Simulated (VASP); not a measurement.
# Si (Pm-3m) in VASP: further runs

Si is run at these levels: LDA; tasks: single point.

Everything below comes from runs of VASP 6.6.1. Logs are shortened: lines on timing, memory, paths and dates and some standing lists are left out, and cuts for length are marked.

**1. The cell of the first run**

The structure is cubic, space group Pm-3m (No. 221). The conventional cell has a = 2.282 Å, b = 2.282 Å, c = 2.282 Å, α = 90.00°, β = 90.00°, γ = 90.00°. Within 3.0 Å of Si (site symmetry m-3m) lie 6 Si at 2.28 Å.

**2. Single point, LDA (volume scaled by 0.76)**

The input, INCAR:

```
SYSTEM = Si
ALGO = Normal
EDIFF = 1E-6
ENCUT = 520
GGA = CA
ISIF = 2
ISMEAR = -1
LASPH = .TRUE.
LCHARG = .FALSE.
LREAL = .FALSE.
LWAVE = .FALSE.
NBANDS = 8
NELM = 80
PREC = Accurate
SIGMA = 0.1
```

The input, KPOINTS:

```
k-points
0
G
  16 16 16
  0 0 0
```

The input, POSCAR:

```
Si
1.0
    2.2820925752      0.0000000000      0.0000000000
    0.0000000000      2.2820925752      0.0000000000
    0.0000000000      0.0000000000      2.2820925752
Si
1
Direct
    0.0000000000      0.0000000000      0.0000000000
```

Potentials or basis: VASP PAW LDA potentials, release 64 (Si).

Run with:

```bash
$ cat potpaw_LDA.64/Si/POTCAR > POTCAR
$ mpirun -np 1 vasp_std > vasp.out
```

OUTCAR:

```text
SYSTEM = Si
   EDIFF = 1E-6
   ENCUT = 520
   GGA = CA
   ISIF = 2
   ISMEAR = -1
   LASPH = .TRUE.
   LREAL = .FALSE.
   NELM = 80
   PREC = Accurate

 ion  position               nearest neighbor table
   1  0.000  0.000  0.000-

  LATTYP: Found a simple cubic cell.
 ALAT       =     2.2820925752

  Lattice vectors:

 A1 = (   2.2820925752,   0.0000000000,   0.0000000000)
 A2 = (   0.0000000000,   2.2820925752,   0.0000000000)
 A3 = (   0.0000000000,   0.0000000000,   2.2820925752)

Analysis of symmetry for initial positions (statically):
=====================================================================
 Subroutine PRICEL returns:
 Original cell was already a primitive cell.

 Routine SETGRP: Setting up the symmetry group for a
 simple cubic supercell.

 Subroutine GETGRP returns: Found 48 space group operations
 (whereof 48 operations were pure point group operations)
 out of a pool of 48 trial point group operations.

The static configuration has the point symmetry O_h .

Analysis of symmetry for dynamics (positions and initial velocities):
=====================================================================
 Subroutine PRICEL returns:
 Original cell was already a primitive cell.

 Routine SETGRP: Setting up the symmetry group for a
 simple cubic supercell.

 Subroutine GETGRP returns: Found 48 space group operations
 (whereof 48 operations were pure point group operations)
 out of a pool of 48 trial point group operations.

The dynamic configuration has the point symmetry O_h .

 Subroutine INISYM returns: Found 48 space group operations
 (whereof 48 operations are pure point group operations),
 and found     1 'primitive' translations

----------------------------------------------------------------------------------------

                                     Primitive cell

  volume of cell :      11.8850

  direct lattice vectors                    reciprocal lattice vectors
     2.282092575  0.000000000  0.000000000     0.438194318  0.000000000  0.000000000
     0.000000000  2.282092575  0.000000000     0.000000000  0.438194318  0.000000000
     0.000000000  0.000000000  2.282092575     0.000000000  0.000000000  0.438194318

  length of vectors
     2.282092575  2.282092575  2.282092575     0.438194318  0.438194318  0.438194318

  position of ions in fractional coordinates (direct lattice)
     0.000000000  0.000000000  0.000000000

  ion indices of the primitive-cell ions
   primitive index   ion index
                 1           1

----------------------------------------------------------------------------------------

 KPOINTS: k-points

Automatic generation of k-mesh.
 Grid dimensions read from file:
 generate k-points for:   16   16   16

 Generating k-lattice:

  Cartesian coordinates                     Fractional coordinates (reciprocal lattice)
     0.027387145  0.000000000  0.000000000     0.062500000  0.000000000  0.000000000
     0.000000000  0.027387145  0.000000000     0.000000000  0.062500000  0.000000000
     0.000000000  0.000000000  0.027387145     0.000000000  0.000000000  0.062500000

  Length of vectors
     0.027387145  0.027387145  0.027387145

  Shift w.r.t. Gamma in fractional coordinates (k-lattice)
     0.000000000  0.000000000  0.000000000

 Subroutine IBZKPT returns following result:
 ===========================================

 Found    165 irreducible k-points:

 Following reciprocal coordinates:
            Coordinates               Weight
  0.000000  0.000000  0.000000      1.000000
  0.062500  0.000000  0.000000      6.000000
  0.125000  0.000000  0.000000      6.000000
  0.187500  0.000000  0.000000      6.000000
  0.250000  0.000000  0.000000      6.000000
  0.312500  0.000000  0.000000      6.000000
[... 16 lines left out ...]
  0.437500  0.125000  0.000000     24.000000
  0.500000  0.125000  0.000000     12.000000
 [... further k-points ...]
   k-points           NKPTS =    165   k-points in BZ     NKDIM =    165   number of bands    NBANDS=      8
   number of dos      NEDOS =    301   number of ions     NIONS =      1
   total plane-waves  NPLWV =   5832
   dimension x,y,z NGX =    18 NGY =   18 NGZ =   18
   dimension x,y,z NGXF=    36 NGYF=   36 NGZF=   36
   ions per type =               1
   NGX,Y,Z   is equivalent  to a cutoff of  13.11, 13.11, 13.11 a.u.
   NGXF,Y,Z  is equivalent  to a cutoff of  26.23, 26.23, 26.23 a.u.
 SYSTEM =  Si
   PREC   = accura    normal or accurate (medium, high low for compatibility)
   ISTART =      0    job   : 0-new  1-cont  2-samecut
   ICHARG =      2    charge: 1-file 2-atom 10-const
   ISPIN  =      1    spin polarized calculation?
   LNONCOLLINEAR =      F non collinear calculations
   LSORBIT =      F    spin-orbit coupling
   LASPH  =      T    aspherical Exc in radial PAW
   ENCUT  =  520.0 eV  38.22 Ry    6.18 a.u.   4.24  4.24  4.24*2*pi/ulx,y,z
   NELM   =     80;   NELMIN=  2; NELMDL= -5     # of ELM steps
   EDIFF  = 0.1E-05   stopping-criterion for ELM
   LREAL  =      F    real-space projection
   EDIFFG = 0.1E-04   stopping-criterion for IOM
   NSW    =      0    number of steps for IOM
   IBRION =     -1    ionic relax: 0-MD 1-quasi-New 2-CG
   NFREE  =      0    steps in history (QN), initial steepest desc. (CG)
   ISIF   =      2    stress and relaxation
   ISYM   =      2    0-nonsym 1-usesym 2-fastsym
   POTIM  = 0.5000    time-step for ionic-motion
   TEBEG  =    0.0;   TEEND  =   0.0 temperature during run
   PSTRESS=    0.0 pullay stress
   NELECT =       4.0000    total number of electrons
   NUPDOWN=      -1.0000    fix difference up-down
   EMIN   =  10.00;   EMAX   =-10.00  energy-range for DOS
   EFERMI =   0.00;   METHOD = LEGACY
   ISMEAR =    -1;   SIGMA  =   0.10  broadening in eV -4-tet -1-fermi 0-gaus
   EFERMI_NEDOS =   21; number of points for ismear=-14 and -15
   IALGO  =     38    algorithm
   IMIX   =      4    mixing-type and parameters
     AMIX     =   0.40;   BMIX     =  1.00
     AMIX_MAG =   1.60;   BMIX_MAG =  1.00
  volume/ion in A,a.u.               =      11.89        80.20
  Fermi-wavevector in a.u.,A,eV,Ry     =   1.138750  2.151925 17.643364  1.296751
  Thomas-Fermi vector in A             =   2.275454
   LORBIT       =      0    0 simple, 1 ext, 2 COOP (PROOUT), +10 PAW based schemes
   GGA     = CA    functional components
   LHFCALC =     F    Hartree Fock is set to
   AEXX    =    0.0000 exact exchange contribution
   IVDW    =     0    specifies the selected vdW correction
   LEPSILON=     F    determine dielectric tensor
   LRPA    =     F    only Hartree local field effects (RPA)
 non-spin polarized calculation
  energy-cutoff  :      520.00
  volume of cell :       11.89
 maximum number of plane-waves:       341
 NGX is ok and might be reduce to    18
   NGX =  9   NGY =  9   NGZ =  9

 number of electron       4.0000000 magnetization

 Free energy of the ion-electron system (eV)
  ---------------------------------------------------
  ext. energy  EPLUGINS =         0.00000000
  ---------------------------------------------------
  free energy    TOTEN  =        -5.19249439 eV

  energy without entropy =       -5.18326964  energy(sigma->0) =       -5.18788201

 E-fermi :  12.5391     XC(G=0): -11.9750

 val. band max:       12.4908532638   @ k =   0.4375   0.3750   0.1250
 cond. band min:      12.5677314373   @ k =   0.5000   0.5000   0.0625
 fundamental gap:      0.0768781735
 Fermi energy:        12.5391098670

 k-point     1 :       0.0000    0.0000    0.0000
  band No.  band energies     occupation
      1      -3.5205      2.00000
      2      20.0420      0.00000
      3      20.0420      0.00000
      4      22.4203      0.00000
      5      22.4203      0.00000
      6      22.4203      0.00000
      7      32.4246      0.00000
      8      41.6585      0.00000

 k-point     2 :       0.0625    0.0000    0.0000
  band No.  band energies     occupation
      1      -3.4128      2.00000
      2      18.4464      0.00000
      3      20.1298      0.00000
      4      22.5070      0.00000
      5      22.5070      0.00000
      6      23.8650      0.00000
      7      32.7936      0.00000
      8      40.9117      0.00000

 k-point     3 :       0.1250    0.0000    0.0000
  band No.  band energies     occupation
      1      -3.0902      2.00000
      2      16.0396      0.00000
      3      20.3892      0.00000
      4      22.7673      0.00000
      5      22.7673      0.00000
      6      25.7942      0.00000
      7      33.9051      0.00000
      8      39.1936      0.00000

 k-point     4 :       0.1875    0.0000    0.0000
  band No.  band energies     occupation
      1      -2.5545      2.00000
      2      13.6045      0.00005
      3      20.8083      0.00000
      4      23.2008      0.00000
      5      23.2008      0.00000
      6      27.4398      0.00000
      7      35.6636      0.00000
      8      37.1602      0.00000

 k-point     5 :       0.2500    0.0000    0.0000
  band No.  band energies     occupation
      1      -1.8085      2.00000
      2      11.2515      1.99999
      3      21.3619      0.00000
      4      23.8070      0.00000
      5      23.8070      0.00000
      6      28.8342      0.00000
      7      35.1071      0.00000
      8      35.1071      0.00000
[... 177 lines left out ...]
 k-point    22 :       0.3750    0.1250    0.0000
  band No.  band energies     occupation
      1       0.7136      2.00000
      2       7.3440      2.00000
      3      19.4902      0.00000
      4      25.4860      0.00000
      5      25.8545      0.00000
      6      29.0446      0.00000
      7      31.6554      0.00000
      8      33.5350      0.00000

 k-point    23 :       0.4375    0.1250    0.0000
  band No.  band energies     occupation
      1       2.0330      2.00000
      2       5.4757      2.00000
      3      20.3329      0.00000
      4      24.8243      0.00000
      5      26.9063      0.00000
      6      29.0213      0.00000
      7      30.0890      0.00000
      8      33.6873      0.00000

 k-point    24 :       0.5000    0.1250    0.0000
  band No.  band energies     occupation
      1       3.1461      2.00000
      2       4.1786      2.00000
      3      20.7471      0.00000
      4      24.3954      0.00000
      5      27.6600      0.00000
      6      29.1557      0.00000
      7      29.1625      0.00000
      8      33.5877      0.00000

 [... further k-points ...]
[... 5 lines left out ...]
  --------------------------------------------------------------------------------------
  -------------------------------------------------------------------------------------
  Total        3.9477980      3.9477980      3.9477980     -0.0000000     -0.0000000     -0.0000000
  in kB      532.1887961    532.1887961    532.1887961     -0.0000000     -0.0000000     -0.0000000
  external PRESSURE =     532.1887961 kB  Pullay stress =       0.0000000 kB

 VOLUME and BASIS-vectors are now :
 -----------------------------------------------------------------------------
  energy-cutoff  :      520.00
  volume of cell :       11.89
      direct lattice vectors                 reciprocal lattice vectors
     2.282092575  0.000000000  0.000000000     0.438194318  0.000000000  0.000000000
     0.000000000  2.282092575  0.000000000     0.000000000  0.438194318  0.000000000
     0.000000000  0.000000000  2.282092575     0.000000000  0.000000000  0.438194318

 POSITION                                       TOTAL-FORCE (eV/Angst)
 -----------------------------------------------------------------------------------
      0.00000      0.00000      0.00000         0.000000      0.000000      0.000000
 -----------------------------------------------------------------------------------
    total drift:                               -0.000000      0.000000      0.000000

  FREE ENERGIE OF THE ION-ELECTRON SYSTEM (eV)
  ---------------------------------------------------
  free  energy   TOTEN  =        -5.1924943856 eV

  energy  without entropy=       -5.1832696388  energy(sigma->0) =       -5.18788201
```

Wall time 6.9 s (1 thread of Intel Xeon Platinum 8488C (Sapphire Rapids), shared host); peak memory 0.11 GiB.

Results:

```yaml
Free_energy: -5.1925 eV
Pressure: 53.2 GPa
Band_gap_on_the_k_mesh: zero (band 2 reaches 20.04 eV, above the bottom of band 3 at 9.84 eV)
```

Levels at points of the mesh, in eV from the Fermi level:
| k point | band 1 | band 2 | band 3 | band 4 | band 5 | band 6 | band 7 |
| --- | --- | --- | --- | --- | --- | --- | --- |
| (0.00, 0.00, 0.00) | -16.06 | 7.50 | 7.50 | 9.88 | 9.88 | 9.88 | 19.89 |
| (0.50, 0.00, 0.00) | -9.82 | -8.76 | 10.82 | 14.82 | 14.82 | 16.27 | 16.27 |
| (0.50, 0.50, 0.00) | -3.80 | -3.80 | -2.70 | -0.07 | 19.62 | 19.62 | 19.85 |
| (0.50, 0.50, 0.50) | 0.97 | 0.97 | 0.97 | 4.51 | 4.51 | 4.51 | 8.45 |

**3. Single point, LDA (volume scaled by 0.84)**

The input, INCAR:

```
PREC = Accurate ; ENCUT = 520
EDIFF = 1E-6 ; ISMEAR = -1
SIGMA = 0.1 ; LREAL = False
LASPH = True ; NELM = 100
ALGO = Normal ; ISIF = 2
LWAVE = False ; LCHARG = True
GGA = CA ; LELF = True
LVHAR = True ; NBANDS = 8
```

The input, KPOINTS:

```
Automatic mesh
0
Gamma
  16 16 16
```

The input, POSCAR:

```
Si
1.0
    2.3595100016      0.0000000000      0.0000000000
    0.0000000000      2.3595100016      0.0000000000
    0.0000000000      0.0000000000      2.3595100016
Si
1
Direct
    0.0000000000      0.0000000000      0.0000000000
```

Potentials or basis: VASP PAW LDA potentials, release 64 (Si).

Run with:

```bash
$ cat potpaw_LDA.64/Si/POTCAR > POTCAR
$ mpirun -np 1 vasp_std > vasp.out
```

Wall time 6.7 s (1 thread of Intel Xeon Platinum 8488C (Sapphire Rapids), shared host); peak memory 0.11 GiB.

Results (log left out):

- Free energy: -5.5011 eV
- Pressure: 27.6 GPa
- Band gap on the k mesh: zero (band 2 reaches 18.53 eV, above the bottom of band 3 at 8.05 eV)

Levels at points of the mesh, in eV from the Fermi level:
```csv
k point,band 1,band 2,band 3,band 4,band 5,band 6,band 7
"(0.00, 0.00, 0.00)",-15.03,7.53,7.53,9.11,9.11,9.11,18.40
"(0.50, 0.00, 0.00)",-9.37,-7.96,10.59,13.46,13.46,15.71,15.71
"(0.50, 0.50, 0.00)",-3.46,-3.46,-2.96,0.51,17.80,18.79,18.79
"(0.50, 0.50, 0.50)",0.81,0.81,0.81,4.78,4.78,4.78,6.63
```

**4. Single point, LDA (volume scaled by 0.84)**

The input, INCAR:

```
SYSTEM = Si
  PREC = Accurate
  ENCUT = 520
  EDIFF = 1E-6
  ISMEAR = -1
  SIGMA = 0.1
  LREAL = .False.
  LASPH = .True.
  NELM = 80
  ALGO = Normal
  ISIF = 2
  LWAVE = .False.
  LCHARG = .True.
  LELF = .True.
  LVHAR = .True.
  NBANDS = 8
```

The input, KPOINTS:

```
regular mesh
0
Gamma
  16 16 16
  0 0 0
```

POSCAR is that of step 3.

Run with:

```bash
$ cat potpaw_LDA.64/Si/POTCAR > POTCAR
$ mpirun -np 1 vasp_std > vasp.out
```

It took 7.3 s on 1 thread of Intel Xeon Platinum 8488C (Sapphire Rapids), shared host; peak memory 0.11 GiB.

It converged, with:

| Property | Result |
| --- | --- |
| Free energy | -5.5011 eV |
| Pressure | 27.6 GPa |
| Band gap on the k mesh | zero (band 2 reaches 18.53 eV, above the bottom of band 3 at 8.05 eV) |

Levels at points of the mesh, in eV from the Fermi level:
| k point | band 1 | band 2 | band 3 | band 4 | band 5 |
| --- | --- | --- | --- | --- | --- |
| (0.00, 0.00, 0.00) | -15.03 | 7.53 | 7.53 | 9.11 | 9.11 |
| (0.50, 0.00, 0.00) | -9.37 | -7.96 | 10.59 | 13.46 | 13.46 |
| (0.50, 0.50, 0.00) | -3.46 | -3.46 | -2.96 | 0.51 | 17.80 |
| (0.50, 0.50, 0.50) | 0.81 | 0.81 | 0.81 | 4.78 | 4.78 |

**5. Single point, LDA (volume scaled by 0.92)**

The input, INCAR:

```
ALGO = Normal ; EDIFF = 1E-6
ENCUT = 520 ; GGA = CA
ISIF = 2 ; ISMEAR = -1
LASPH = True ; LCHARG = False
LREAL = False ; LWAVE = False
NBANDS = 8 ; NELM = 60
PREC = Accurate ; SIGMA = 0.1
```

The input, KPOINTS:

```
k-points
0
Gamma
  16 16 16
```

The input, POSCAR:

```
Si
1.0
    2.4321554900      0.0000000000      0.0000000000
    0.0000000000      2.4321554900      0.0000000000
    0.0000000000      0.0000000000      2.4321554900
Si
1
Direct
    0.0000000000      0.0000000000      0.0000000000
```

Run with:

```bash
$ cat potpaw_LDA.64/Si/POTCAR > POTCAR
$ mpirun -np 1 vasp_std > vasp.out
```

Wall time 4.1 s (1 thread of Intel Xeon 6975P-C (Granite Rapids), shared host); peak memory 0.11 GiB.

It converged, with:

```
Free energy            : -5.6469 eV
Pressure               : 10.9 GPa
Band gap on the k mesh : zero (band 2 reaches 17.25 eV, above the bottom of band 3 at 6.55 eV)
```

Levels at points of the mesh, in eV from the Fermi level:
```
           k point  band 1  band 2  band 3  band 4  band 5  band 6  band 7
(0.00, 0.00, 0.00)  -14.15    7.54    7.54    8.45    8.45    8.45   17.13
(0.50, 0.00, 0.00)   -8.98   -7.27   10.39   12.32   12.32   15.22   15.22
(0.50, 0.50, 0.00)   -3.18   -3.16   -3.16    1.00   16.11   18.07   18.07
(0.50, 0.50, 0.50)    0.70    0.70    0.70    4.99    4.99    4.99    5.15
```

**6. Overview**

```csv
cell,gap on the mesh (eV),pressure (GPa)
"a = 2.282 Å, 1 atom",none,53.2
"a = 2.360 Å, 1 atom",none,27.6
"a = 2.432 Å, 1 atom",none,10.9
```

Alike in all rows: task single point; level LDA; potentials or basis VASP PAW LDA potentials, release 64 (Si); no spin polarisation; k mesh 16 × 16 × 16; cutoff (eV) 520; smearing fermi-dirac 0.1 eV.

Absolute energies hang on the potentials; compare differences alone.
